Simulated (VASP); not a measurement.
# SrGe2Mo2 (Cmmm) in VASP: single point with PBE

Aim: the single point of SrGe2Mo2 with PBE.

Everything below comes from runs of VASP 6.6.1. Logs are shortened: lines on timing, memory, paths and dates and some standing lists are left out, and cuts for length are marked.

## 1. The cell of the first run

It takes space group Cmmm (No. 65, orthorhombic). Conventional cell: a = 6.144 Å, b = 6.166 Å, c = 6.198 Å, α = 90.00°, β = 90.00°, γ = 90.00°. Within 4.0 Å of Sr (site symmetry mmm) lie 4 Mo at 3.07 to 3.08 Å and 4 Ge at 3.23 Å. Within 2.4 Å of Ge (site symmetry m2m) lie 1 Ge at 1.81 Å and 1 Mo at 2.18 Å. Mo (site symmetry mmm) has 2 Ge at 2.18 Å within 2.9 Å. Mo (site symmetry mmm) has 4 Sr at 3.07 to 3.08 Å and 2 Mo at 3.10 Å and 4 Ge at 3.79 Å within 4.0 Å.

The cell was generated, and may not be a known phase.

## 2. Single point, PBE

File INCAR:

```
ALGO = Normal
EDIFF = 1E-7
ENCUT = 520
GGA = PE
ISIF = 2
ISMEAR = 0
LASPH = T
LCHARG = F
LREAL = F
LWAVE = F
NBANDS = 41
NELM = 80
PREC = Accurate
SIGMA = 0.1
```

File KPOINTS:

```
k-points
0
Gamma
  4 4 4
```

File POSCAR:

```
SrGe2Mo2
1.0
    3.0718083500     -3.0827775000      0.0000000000
    3.0718083500      3.0827775000      0.0000000000
    0.0000000000      0.0000000000      6.1981263100
Sr Ge Mo
1 2 2
Direct
    0.5000000000      0.5000000000      0.5000000000
    0.6471130200      0.3528869800      0.0000000000
    0.3528869800      0.6471130200      0.0000000000
    0.0000000000      0.0000000000      0.0000000000
    0.0000000000      0.0000000000      0.5000000000
```

Potentials or basis: VASP PAW PBE potentials, release 64 (Sr_sv, Ge_d, Mo_sv).

Started as:

```sh
cat potpaw_PBE.64/Sr_sv/POTCAR potpaw_PBE.64/Ge_d/POTCAR potpaw_PBE.64/Mo_sv/POTCAR > POTCAR
mpirun -np 1 vasp_std > vasp.out
```

OUTCAR:

```text
EDIFF = 1E-7
   ENCUT = 520
   GGA = PE
   ISIF = 2
   ISMEAR = 0
   LASPH = T
   LREAL = F
   NELM = 80
   PREC = Accurate

 ion  position               nearest neighbor table
   1  0.500  0.500  0.500-   5 3.07   5 3.07   5 3.08   5 3.08   3 3.23   3 3.23   2 3.23   2 3.23

   2  0.647  0.353  0.000-   3 1.81   4 2.18   4 3.20   4 3.20   1 3.23   1 3.23
   3  0.353  0.647  0.000-   2 1.81   4 2.18   4 3.20   4 3.20   1 3.23   1 3.23
   4  0.000  0.000  0.000-   2 2.18   3 2.18   5 3.10   5 3.10   2 3.20   3 3.20   2 3.20   3 3.20

   5  0.000  0.000  0.500-   1 3.07   1 3.07   1 3.08   1 3.08   4 3.10   4 3.10

  LATTYP: Found a base centered orthorhombic cell.
 ALAT       =     6.1436167000
 B/A-ratio  =     1.0035709096
 C/A-ratio  =     1.0088725604

  Lattice vectors:

 A1 = (   3.0718083500,  -3.0827775000,   0.0000000000)
 A2 = (   3.0718083500,   3.0827775000,   0.0000000000)
 A3 = (   0.0000000000,   0.0000000000,   6.1981263100)

Analysis of symmetry for initial positions (statically):
=====================================================================
 Subroutine PRICEL returns:
 Original cell was already a primitive cell.

 Routine SETGRP: Setting up the symmetry group for a
 base centered orthorhombic supercell.

 Subroutine GETGRP returns: Found  8 space group operations
 (whereof  8 operations were pure point group operations)
 out of a pool of  8 trial point group operations.

The static configuration has the point symmetry D_2h.

Analysis of symmetry for dynamics (positions and initial velocities):
=====================================================================
 Subroutine PRICEL returns:
 Original cell was already a primitive cell.

 Routine SETGRP: Setting up the symmetry group for a
 base centered orthorhombic supercell.

 Subroutine GETGRP returns: Found  8 space group operations
 (whereof  8 operations were pure point group operations)
 out of a pool of  8 trial point group operations.

The dynamic configuration has the point symmetry D_2h.

 Subroutine INISYM returns: Found  8 space group operations
 (whereof  8 operations are pure point group operations),
 and found     1 'primitive' translations

----------------------------------------------------------------------------------------

                                     Primitive cell

  volume of cell :     117.3888

  direct lattice vectors                    reciprocal lattice vectors
     3.071808350 -3.082777500  0.000000000     0.162770571 -0.162191400  0.000000000
     3.071808350  3.082777500  0.000000000     0.162770571  0.162191400  0.000000000
     0.000000000  0.000000000  6.198126310     0.000000000  0.000000000  0.161339081

  length of vectors
     4.351956302  4.351956302  6.198126310     0.229783179  0.229783179  0.161339081

  position of ions in fractional coordinates (direct lattice)
     0.500000000  0.500000000  0.500000000
     0.647113020  0.352886980  0.000000000
     0.352886980  0.647113020  0.000000000
     0.000000000  0.000000000  0.000000000
     0.000000000  0.000000000  0.500000000

  ion indices of the primitive-cell ions
   primitive index   ion index
                 1           1
                 2           2
                 3           3
                 4           4
                 5           5

----------------------------------------------------------------------------------------

 KPOINTS: k-points

Automatic generation of k-mesh.
 Grid dimensions read from file:
 generate k-points for:    4    4    4

 Generating k-lattice:

  Cartesian coordinates                     Fractional coordinates (reciprocal lattice)
     0.040692643 -0.040547850  0.000000000     0.250000000  0.000000000  0.000000000
     0.040692643  0.040547850  0.000000000     0.000000000  0.250000000  0.000000000
     0.000000000  0.000000000  0.040334770     0.000000000  0.000000000  0.250000000

  Length of vectors
     0.057445795  0.057445795  0.040334770

  Shift w.r.t. Gamma in fractional coordinates (k-lattice)
     0.000000000  0.000000000  0.000000000

 Subroutine IBZKPT returns following result:
 ===========================================

 Found     21 irreducible k-points:

 Following reciprocal coordinates:
            Coordinates               Weight
  0.000000  0.000000  0.000000      1.000000
  0.250000  0.000000  0.000000      4.000000
  0.500000  0.000000  0.000000      2.000000
  0.250000  0.250000  0.000000      2.000000
  0.500000  0.250000  0.000000      4.000000
 -0.250000  0.250000  0.000000      2.000000
[... 13 lines left out ...]
 -0.250000  0.250000  0.500000      2.000000
  0.500000  0.500000  0.500000      1.000000
   k-points           NKPTS =     21   k-points in BZ     NKDIM =     21   number of bands    NBANDS=     41
   number of dos      NEDOS =    301   number of ions     NIONS =      5
   total plane-waves  NPLWV =  49152
   dimension x,y,z NGX =    32 NGY =   32 NGZ =   48
   dimension x,y,z NGXF=    64 NGYF=   64 NGZF=   96
   ions per type =               1   2   2
   NGX,Y,Z   is equivalent  to a cutoff of  12.22, 12.22, 12.87 a.u.
   NGXF,Y,Z  is equivalent  to a cutoff of  24.45, 24.45, 25.75 a.u.
 SYSTEM =  unknown system
   PREC   = accura    normal or accurate (medium, high low for compatibility)
   ISTART =      0    job   : 0-new  1-cont  2-samecut
   ICHARG =      2    charge: 1-file 2-atom 10-const
   ISPIN  =      1    spin polarized calculation?
   LNONCOLLINEAR =      F non collinear calculations
   LSORBIT =      F    spin-orbit coupling
   LASPH  =      T    aspherical Exc in radial PAW
   ENCUT  =  520.0 eV  38.22 Ry    6.18 a.u.   8.09  8.09 11.52*2*pi/ulx,y,z
   NELM   =     80;   NELMIN=  2; NELMDL= -5     # of ELM steps
   EDIFF  = 0.1E-06   stopping-criterion for ELM
   LREAL  =      F    real-space projection
   EDIFFG = 0.1E-05   stopping-criterion for IOM
   NSW    =      0    number of steps for IOM
   IBRION =     -1    ionic relax: 0-MD 1-quasi-New 2-CG
   NFREE  =      0    steps in history (QN), initial steepest desc. (CG)
   ISIF   =      2    stress and relaxation
   ISYM   =      2    0-nonsym 1-usesym 2-fastsym
   POTIM  = 0.5000    time-step for ionic-motion
   TEBEG  =    0.0;   TEEND  =   0.0 temperature during run
   PSTRESS=    0.0 pullay stress
   NELECT =      66.0000    total number of electrons
   NUPDOWN=      -1.0000    fix difference up-down
   EMIN   =  10.00;   EMAX   =-10.00  energy-range for DOS
   EFERMI =   0.00;   METHOD = LEGACY
   ISMEAR =     0;   SIGMA  =   0.10  broadening in eV -4-tet -1-fermi 0-gaus
   EFERMI_NEDOS =   21; number of points for ismear=-14 and -15
   IALGO  =     38    algorithm
   IMIX   =      4    mixing-type and parameters
     AMIX     =   0.40;   BMIX     =  1.00
     AMIX_MAG =   1.60;   BMIX_MAG =  1.00
  volume/ion in A,a.u.               =      23.48       158.44
  Fermi-wavevector in a.u.,A,eV,Ry     =   1.351182  2.553364 24.840065  1.825693
  Thomas-Fermi vector in A             =   2.478625
   LORBIT       =      0    0 simple, 1 ext, 2 COOP (PROOUT), +10 PAW based schemes
   GGA     = PE    functional components
   LHFCALC =     F    Hartree Fock is set to
   AEXX    =    0.0000 exact exchange contribution
   IVDW    =     0    specifies the selected vdW correction
   LEPSILON=     F    determine dielectric tensor
   LRPA    =     F    only Hartree local field effects (RPA)
 non-spin polarized calculation
 Gauss-broadening in eV      SIGMA  =   0.10
  energy-cutoff  :      520.00
  volume of cell :      117.39
 maximum number of plane-waves:      3196
   NGX = 17   NGY = 17   NGZ = 23

 number of electron      66.0000006 magnetization

 Free energy of the ion-electron system (eV)
  ---------------------------------------------------
  ext. energy  EPLUGINS =         0.00000000
  ---------------------------------------------------
  free energy    TOTEN  =       -20.91579146 eV

  energy without entropy =      -20.87437772  energy(sigma->0) =      -20.89508459

 E-fermi :   5.3239     XC(G=0): -10.4026

 val. band max:        5.3209637064   @ k =   0.5000   0.2500   0.0000
 cond. band min:       5.3321782198   @ k =   0.2500   0.0000   0.5000
 fundamental gap:      0.0112145134
 Fermi energy:         5.3238955374

 k-point     1 :       0.0000    0.0000    0.0000
  band No.  band energies     occupation
      1     -55.1915      2.00000
      2     -55.1654      2.00000
      3     -29.5879      2.00000
      4     -29.4160      2.00000
      5     -29.3715      2.00000
      6     -29.3259      2.00000
[... 33 lines left out ...]
     40       9.7168      0.00000
     41      10.1695      0.00000

 k-point     2 :       0.2500    0.0000    0.0000
  band No.  band energies     occupation
      1     -55.1914      2.00000
      2     -55.1653      2.00000
      3     -29.5939      2.00000
      4     -29.4157      2.00000
      5     -29.3737      2.00000
      6     -29.3598      2.00000
[... 33 lines left out ...]
     40       9.0896      0.00000
     41       9.4217      0.00000

 k-point     3 :       0.5000    0.0000    0.0000
  band No.  band energies     occupation
      1     -55.1913      2.00000
      2     -55.1651      2.00000
      3     -29.5999      2.00000
      4     -29.4154      2.00000
      5     -29.3945      2.00000
      6     -29.3734      2.00000
[... 33 lines left out ...]
     40       8.6566      0.00000
     41       8.9426      0.00000

 k-point     4 :       0.2500    0.2500    0.0000
  band No.  band energies     occupation
      1     -55.1913      2.00000
      2     -55.1652      2.00000
      3     -29.5913      2.00000
      4     -29.4154      2.00000
      5     -29.3751      2.00000
      6     -29.3289      2.00000
[... 693 lines left out ...]
     40       8.8337      0.00000
     41       9.9361      0.00000

 k-point    20 :      -0.2500    0.2500    0.5000
  band No.  band energies     occupation
      1     -55.1839      2.00000
      2     -55.1725      2.00000
      3     -29.5988      2.00000
      4     -29.3814      2.00000
      5     -29.3734      2.00000
      6     -29.3424      2.00000
[... 33 lines left out ...]
     40       9.2452      0.00000
     41       9.3097      0.00000

 k-point    21 :       0.5000    0.5000    0.5000
  band No.  band energies     occupation
      1     -55.1838      2.00000
      2     -55.1724      2.00000
      3     -29.5940      2.00000
      4     -29.3763      2.00000
      5     -29.3420      2.00000
      6     -29.3328      2.00000
[... 33 lines left out ...]
     40       8.6704      0.00000
     41      10.6101      0.00000

------------------------ aborting loop because EDIFF is reached ----------------------------------------

  FORCE on cell =-STRESS in cart. coord.  units (eV):
  Direction    XX          YY          ZZ          XY          YZ          ZX
  --------------------------------------------------------------------------------------
  -------------------------------------------------------------------------------------
  Total       -3.6203006     59.4454582    -10.1896289      0.0000000      0.0000000      0.0000000
  in kB      -49.4115529    811.3393621   -139.0728114      0.0000000      0.0000000      0.0000000
  external PRESSURE =     207.6183326 kB  Pullay stress =       0.0000000 kB

 VOLUME and BASIS-vectors are now :
 -----------------------------------------------------------------------------
  energy-cutoff  :      520.00
  volume of cell :      117.39
      direct lattice vectors                 reciprocal lattice vectors
     3.071808350 -3.082777500  0.000000000     0.162770571 -0.162191400  0.000000000
     3.071808350  3.082777500  0.000000000     0.162770571  0.162191400  0.000000000
     0.000000000  0.000000000  6.198126310     0.000000000  0.000000000  0.161339081

 POSITION                                       TOTAL-FORCE (eV/Angst)
 -----------------------------------------------------------------------------------
      3.07181      0.00000      3.09906         0.000000     -0.000000      0.000000
      3.07181     -0.90703      0.00000         0.000000    -13.432094      0.000000
      3.07181      0.90703      0.00000         0.000000     13.432094      0.000000
      0.00000      0.00000      0.00000         0.000000     -0.000000      0.000000
      0.00000      0.00000      3.09906         0.000000     -0.000000      0.000000
 -----------------------------------------------------------------------------------
    total drift:                                0.000000      0.000000      0.000000

  FREE ENERGIE OF THE ION-ELECTRON SYSTEM (eV)
  ---------------------------------------------------
  free  energy   TOTEN  =       -20.9157914564 eV

  energy  without entropy=      -20.8743777206  energy(sigma->0) =      -20.89508459
```

Run time: 2 min. Hardware: 1 thread of Oxide Virtual Turin-like, shared host; peak memory 0.24 GiB.

Results:

| Quantity | Value |
| --- | --- |
| Free energy | -20.9158 eV |
| Pressure | 20.8 GPa |
| Largest force | 13.432 eV/Å |
| Band gap on the k mesh | zero (bands 33 and 34 overlap by 0.96 eV) |

Forces on the atoms (eV/Å):
```
Sr    0.000   0.000   0.000
Ge    0.000 -13.432   0.000
Ge    0.000  13.432   0.000
Mo    0.000   0.000   0.000
Mo    0.000   0.000   0.000
```

Stress tensor (GPa, compression positive):
```
 -4.94   0.00   0.00
  0.00  81.13   0.00
  0.00   0.00 -13.91
```

Levels at points of the mesh, in eV from the Fermi level:
```csv
k point,band 30,band 31,band 32,band 33,band 34,band 35,band 36,band 37
"(0.00, 0.00, 0.00)",-1.42,-1.25,-0.84,-0.73,-0.62,0.21,1.02,1.40
"(0.50, 0.00, 0.00)",-0.41,-0.36,-0.11,0.34,0.49,0.95,1.02,1.35
"(0.50, 0.50, 0.00)",-1.35,-0.62,-0.31,-0.15,0.70,0.73,0.80,1.22
"(0.00, 0.00, 0.50)",-1.09,-1.01,-0.72,-0.69,0.11,0.11,0.26,0.46
"(0.50, 0.00, 0.50)",-0.23,-0.17,-0.08,0.03,0.27,0.61,0.80,0.91
"(0.50, 0.50, 0.50)",-0.52,-0.33,-0.27,-0.21,-0.15,-0.13,-0.08,0.63
```

Caveat: the k points lie up to 0.36 Å⁻¹ apart, too coarse for converged energies and pressures of a metal; forces of over 1 eV/Å act on the atoms, so gaps and moduli don't describe the material at rest.
